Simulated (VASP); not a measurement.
# ZnCu (Pm-3m) in VASP: notebook, part 2 of 2

VASP 6.6.1. Earlier steps stand in the parts before.

### 3 Relaxation of cell and atoms, PBEsol+D4

Input file INCAR:

```
  PREC = Accurate
  ENCUT = 600
  EDIFF = 1E-6
  ISMEAR = -1
  SIGMA = 0.05
  LREAL = False
  LASPH = True
  NELM = 80
  ALGO = Normal
  ISIF = 3
  LWAVE = False
  LCHARG = False
  GGA = PS
  IVDW = 13
  IBRION = 2
  NSW = 60
  EDIFFG = -0.01
```

Input file KPOINTS:

```
Automatic mesh
0
Gamma
  9 9 9
```

Input file POSCAR:

```
ZnCu
1.0
    2.9450000000      0.0000000000      0.0000000000
    0.0000000000      2.9450000000      0.0000000000
    0.0000000000      0.0000000000      2.9450000000
Zn Cu
1 1
Direct
    0.5000000000      0.5000000000      0.5000000000
    0.0000000000      0.0000000000      0.0000000000
```

Potentials or basis: VASP PAW PBE potentials, release 64 (Zn, Cu).

The run is started by

```
> cat potpaw_PBE.64/Zn/POTCAR potpaw_PBE.64/Cu/POTCAR > POTCAR
> mpirun -np 1 vasp_std > vasp.out
```

Wall time 45 s (1 thread of Intel Xeon 8259CL, shared host); peak memory 0.16 GiB.

It converged, with:

```yaml
Free_energy: -6.6225 eV
Relaxed_volume: 12.10 Å³/atom
Relaxed_cell: a = 2.893 Å, b = 2.893 Å, c = 2.893 Å, α = 90.00°, β = 90.00°, γ = 90.00°
Space_group_after_relaxing_to_0.05_Å: Pm-3m (No. 221)
Energy_gained_by_relaxing: 15.1 meV/atom
Ionic_steps: 3
Pressure_after_relaxing: 0.1 GPa
Dispersion_energy_per_atom: -0.273 eV
```

The path:
| step | energy change (eV) | largest force (eV/Å) | pressure (GPa) | volume (Å³) |
| --- | --- | --- | --- | --- |
| 1 | 0.0000 | 0.0000 | -6.87 | 25.54 |
| 2 | -0.0224 | 0.0000 | 4.05 | 23.57 |
| 3 | -0.0302 | 0.0000 | 0.12 | 24.20 |

Final structure:
```
Zn Cu
1.0
     2.89264    0.00000    0.00000
     0.00000    2.89264    0.00000
     0.00000    0.00000    2.89264
Zn Cu
1 1
Direct
  0.50000 0.50000 0.50000
  0.00000 0.00000 0.00000
```

Levels at points of the mesh, in eV from the Fermi level:
| k point | band 8 | band 9 | band 10 | band 11 | band 12 | band 13 | band 14 | band 15 |
| --- | --- | --- | --- | --- | --- | --- | --- | --- |
| (0.00, 0.00, 0.00) | -3.78 | -2.88 | -2.88 | -2.88 | 6.33 | 6.33 | 6.33 | 11.56 |

Caveat: the PAW data sets were made with another functional, which shifts forces and pressure a little; pairwise dispersion overbinds metals, which lowers pressure and volume.

### 4 Single point, LDA

This run uses another cell than the first one, of 11.84 Å³/atom, 0.927 times its volume.

Input file INCAR:

```
SYSTEM = ZnCu
PREC = Accurate
ENCUT = 700
EDIFF = 1E-6
ISMEAR = -1
SIGMA = 0.05
LREAL = .FALSE.
LASPH = .TRUE.
NELM = 120
ALGO = Normal
ISIF = 2
LWAVE = .FALSE.
LCHARG = .FALSE.
GGA = CA
NBANDS = 22
GGA_COMPAT = .FALSE.
```

Input file KPOINTS:

```
Automatic mesh
0
G
  9 9 9
  0 0 0
```

Input file POSCAR:

```
ZnCu
1.0
    2.8714066533      0.0000000000      0.0000000000
    0.0000000000      2.8714066533      0.0000000000
    0.0000000000      0.0000000000      2.8714066533
Zn Cu
1 1
Direct
    0.5000000000      0.5000000000      0.5000000000
    0.0000000000      0.0000000000      0.0000000000
```

Potentials or basis: VASP PAW LDA potentials, release 64 (Zn, Cu_sv_GW).

The run is started by

```
> cat potpaw_LDA.64/Zn/POTCAR potpaw_LDA.64/Cu_sv_GW/POTCAR > POTCAR
> mpirun -np 1 vasp_std > vasp.out
```

OUTCAR:

```text
SYSTEM = ZnCu
   PREC = Accurate
   ENCUT = 700
   EDIFF = 1E-6
   ISMEAR = -1
   LREAL = .FALSE.
   LASPH = .TRUE.
   NELM = 120
   ISIF = 2
   GGA = CA

 ion  position               nearest neighbor table
   1  0.500  0.500  0.500-   2 2.49   2 2.49   2 2.49   2 2.49   2 2.49   2 2.49   2 2.49   2 2.49

   2  0.000  0.000  0.000-   1 2.49   1 2.49   1 2.49   1 2.49   1 2.49   1 2.49   1 2.49   1 2.49

  LATTYP: Found a simple cubic cell.
 ALAT       =     2.8714066533

  Lattice vectors:

 A1 = (   2.8714066533,   0.0000000000,   0.0000000000)
 A2 = (   0.0000000000,   2.8714066533,   0.0000000000)
 A3 = (   0.0000000000,   0.0000000000,   2.8714066533)

Analysis of symmetry for initial positions (statically):
=====================================================================
 Subroutine PRICEL returns:
 Original cell was already a primitive cell.

 Routine SETGRP: Setting up the symmetry group for a
 simple cubic supercell.

 Subroutine GETGRP returns: Found 48 space group operations
 (whereof 48 operations were pure point group operations)
 out of a pool of 48 trial point group operations.

[... 151 lines left out ...]

 number of electron      31.0000017 magnetization

 Free energy of the ion-electron system (eV)
  ---------------------------------------------------
  ext. energy  EPLUGINS =         0.00000000
  ---------------------------------------------------
  free energy    TOTEN  =        -6.92367846 eV

  energy without entropy =       -6.91993513  energy(sigma->0) =       -6.92180680

 E-fermi :   6.0666     XC(G=0): -13.5537

 val. band max:        5.9598360630   @ k =   0.3333   0.2222   0.0000
 cond. band min:       6.1693605484   @ k =   0.4444   0.4444   0.2222
 fundamental gap:      0.2095244854
 Fermi energy:         6.0665860277

 k-point     1 :       0.0000    0.0000    0.0000
  band No.  band energies     occupation
      1    -106.0901      2.00000
      2     -64.0574      2.00000
      3     -64.0574      2.00000
      4     -64.0574      2.00000
      5      -4.9706      2.00000
      6      -2.1882      2.00000
[... 589 lines left out ...]
     21      21.9978      0.00000
     22      23.1614      0.00000

 [... further k-points ...]
[... 5 lines left out ...]
  --------------------------------------------------------------------------------------
  -------------------------------------------------------------------------------------
  Total       -0.2849826     -0.2849826     -0.2849826     -0.0000000     -0.0000000      0.0000000
  in kB      -19.2861162    -19.2861162    -19.2861162     -0.0000000     -0.0000000      0.0000000
  external PRESSURE =     -19.2861162 kB  Pullay stress =       0.0000000 kB

 VOLUME and BASIS-vectors are now :
 -----------------------------------------------------------------------------
  energy-cutoff  :      700.00
  volume of cell :       23.67
      direct lattice vectors                 reciprocal lattice vectors
     2.871406653  0.000000000  0.000000000     0.348261365  0.000000000  0.000000000
     0.000000000  2.871406653  0.000000000     0.000000000  0.348261365  0.000000000
     0.000000000  0.000000000  2.871406653     0.000000000  0.000000000  0.348261365

 POSITION                                       TOTAL-FORCE (eV/Angst)
 -----------------------------------------------------------------------------------
      1.43570      1.43570      1.43570         0.000000      0.000000      0.000000
      0.00000      0.00000      0.00000         0.000000      0.000000      0.000000
 -----------------------------------------------------------------------------------
    total drift:                               -0.000000      0.000000      0.000000

  FREE ENERGIE OF THE ION-ELECTRON SYSTEM (eV)
  ---------------------------------------------------
  free  energy   TOTEN  =        -6.9236784623 eV

  energy  without entropy=       -6.9199351344  energy(sigma->0) =       -6.92180680
```

It took 13 s on 1 thread of Intel Xeon 6975P-C (Granite Rapids), shared host; peak memory 0.17 GiB.

What came out:

| Item | Value |
| --- | --- |
| Free energy | -6.9237 eV |
| Pressure | -1.9 GPa |

Levels at points of the mesh, in eV from the Fermi level:
| k point | band 12 | band 13 | band 14 | band 15 | band 16 | band 17 | band 18 | band 19 |
| --- | --- | --- | --- | --- | --- | --- | --- | --- |
| (0.00, 0.00, 0.00) | -3.88 | -2.95 | -2.95 | -2.95 | 6.36 | 6.36 | 6.36 | 11.82 |

### 5 Single point, LDA (volume scaled by 0.94)

Input file INCAR:

```
SYSTEM = ZnCu
  PREC = Accurate
  ENCUT = 520
  EDIFF = 1E-7
  ISMEAR = -1
  SIGMA = 0.05
  LREAL = .False.
  LASPH = .True.
  NELM = 100
  ALGO = Normal
  ISIF = 2
  LWAVE = .False.
  LCHARG = .False.
  NBANDS = 18
```

Input file KPOINTS:

```
regular mesh
0
Gamma
  9 9 9
  0 0 0
```

Input file POSCAR:

```
ZnCu
1.0
    2.8848810902      0.0000000000      0.0000000000
    0.0000000000      2.8848810902      0.0000000000
    0.0000000000      0.0000000000      2.8848810902
Zn Cu
1 1
Direct
    0.5000000000      0.5000000000      0.5000000000
    0.0000000000      0.0000000000      0.0000000000
```

Potentials or basis: VASP PAW LDA potentials, release 64 (Zn, Cu).

The run is started by

```
> cat potpaw_LDA.64/Zn/POTCAR potpaw_LDA.64/Cu/POTCAR > POTCAR
> mpirun -np 1 vasp_std > vasp.out
```

It took 11 s on 1 thread of Intel Xeon 6975P-C, shared host; peak memory 0.14 GiB.

The run converged. Its results:

```
Free energy : -6.7797 eV
Pressure    : -1.2 GPa
```

Levels at points of the mesh, in eV from the Fermi level:
```tsv
k point	band 8	band 9	band 10	band 11	band 12	band 13	band 14	band 15
(0.00, 0.00, 0.00)	-3.86	-2.96	-2.96	-2.96	6.33	6.33	6.33	11.72
```

Caveat: the cell differs from its parent crystal (volume scaled by 0.94).

### 6 Summary

```tsv
task	level	potentials or basis	cell	cutoff (eV)	second run	gap on the mesh (eV)	pressure (GPa)	relaxed volume (Å³/atom)
relaxation of cell and atoms	PBEsol+D3(BJ)	VASP PAW PBE potentials, release 64 (Zn, Cu)	relaxed from a = 2.945 Å, 2 atoms	600	-	none	0.0	11.84
relaxation of cell and atoms	PBEsol+D4	VASP PAW PBE potentials, release 64 (Zn, Cu)	relaxed from a = 2.945 Å, 2 atoms	600	-	none	0.1	12.10
single point	LDA	VASP PAW LDA potentials, release 64 (Zn, Cu_sv_GW)	a = 2.871 Å, 2 atoms	700	valence_matched	none	-1.9	-
single point	LDA	VASP PAW LDA potentials, release 64 (Zn, Cu)	a = 2.885 Å, 2 atoms	520	-	none	-1.2	-
```

Alike in all rows: no spin polarisation; k mesh 9 × 9 × 9; smearing fermi-dirac 0.05 eV.

Caveats: the PAW data sets were made with another functional, which shifts forces and pressure a little (some runs); pairwise dispersion overbinds metals, which lowers pressure and volume (some runs).

Total energies depend on the potentials used, so only differences within one code and one set of settings carry meaning.
